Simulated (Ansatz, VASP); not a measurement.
## Two plane-wave programs on Co

Contents of INCAR:

```
SYSTEM = Co
PREC     = Accurate       ! precision mode
ENCUT    = 520            ! plane-wave cutoff, eV
EDIFF    = 1E-8           ! SCF threshold, eV
ISMEAR   = -1             ! smearing method
SIGMA    = 0.05           ! smearing width, eV
LREAL    = .False.        ! projectors in reciprocal space
LASPH    = .True.         ! aspherical terms in the spheres
NELM     = 150            ! most SCF steps
ALGO     = Normal         ! electronic algorithm
ISIF     = 2              ! what is computed and relaxed
LWAVE    = .False.        ! write WAVECAR
LCHARG   = .False.        ! write CHGCAR
ISPIN    = 2              ! spin polarisation
MAGMOM   = 2              ! initial moments
LORBIT   = 11             ! projections on sites
LMAXMIX  = 4              ! l up to which the mixer works
GGA      = PE             ! functional
LEFG     = .True.       
NBANDS   = 14             ! bands
```

KPOINTS

```
regular mesh
0
Gamma
  18 18 18
  0 0 0
```

The input POSCAR:

```
Co
1.0
    0.0000000000      1.7566572351      1.7566572351
    1.7566572351      0.0000000000      1.7566572351
    1.7566572351      1.7566572351      0.0000000000
Co
1
Direct
    0.0000000000      0.0000000000      0.0000000000
```

Input for Ansatz:

```yaml
crystal:
  lattice:
    - [0.0, 1.7566572351, 1.7566572351]
    - [1.7566572351, 0.0, 1.7566572351]
    - [1.7566572351, 1.7566572351, 0.0]
  atoms:
    - { symbol: Co, position: [0.0, 0.0, 0.0], spin: 2.0 }
magnetization:
  spin_polarized: true
kpoints:
  mp_grid: { grid: [18, 18, 18] }
  band_path:
    path:
      - [0.0, 0.0, 0.0]
      - [0.5, 0.0, 0.5]
      - [0.625, 0.25, 0.625]
      - [0.375, 0.375, 0.75]
      - [0.0, 0.0, 0.0]
      - [0.5, 0.5, 0.5]
      - [0.5, 0.25, 0.75]
      - [0.5, 0.0, 0.5]
    npoints: 14
scf:
  occupations: { method: fermi_dirac, width: 0.05 }
hamiltonian:
  xc: pbe
  pseudopotentials: { kind: paw }
output:
  forces: true
  stress: true
  eigenvalues: true
  efg: { contact_densities: true }
  populations: true
  bader: true
  dos: { projected: true, de: 0.2, e_range: [-14, 8] }
  write_density: true
  write_potential: true
  elf: true
  volumetric_format: npy
```

Alike in both runs: task electric field gradients; functional PBE; k mesh 18 × 18 × 18; occupations fermi-dirac, width 0.05 eV; collinear spin.

|  | VASP | Ansatz |
| --- | --- | --- |
| version | VASP 6.6.1 | Ansatz 0.2.0 |
| potentials or method | VASP PAW PBE potentials, release 64 (Co) | PAW with Ansatz's default frozen-core files, scalar-relativistic |
| plane-wave cutoff (eV) | 520 | 420 |
| valence electrons in the cell | 9 | 17 |

```tsv
	VASP	Ansatz	Ansatz less VASP
pressure (GPa)	0.4	1.1	+0.70
net moment per atom (μB)	1.63	1.63	+0.005
size of the moment on the site where the two differ most (μB)	1.64	1.70	+0.056
```

Site moments also hang on the region over which each program counts them. The functional is the same, so the differences come from potentials, cutoffs and numerics. VASP's potentials hold 9 valence electrons a cell and Ansatz's 17, so a difference there can come from the potentials and not from the codes.
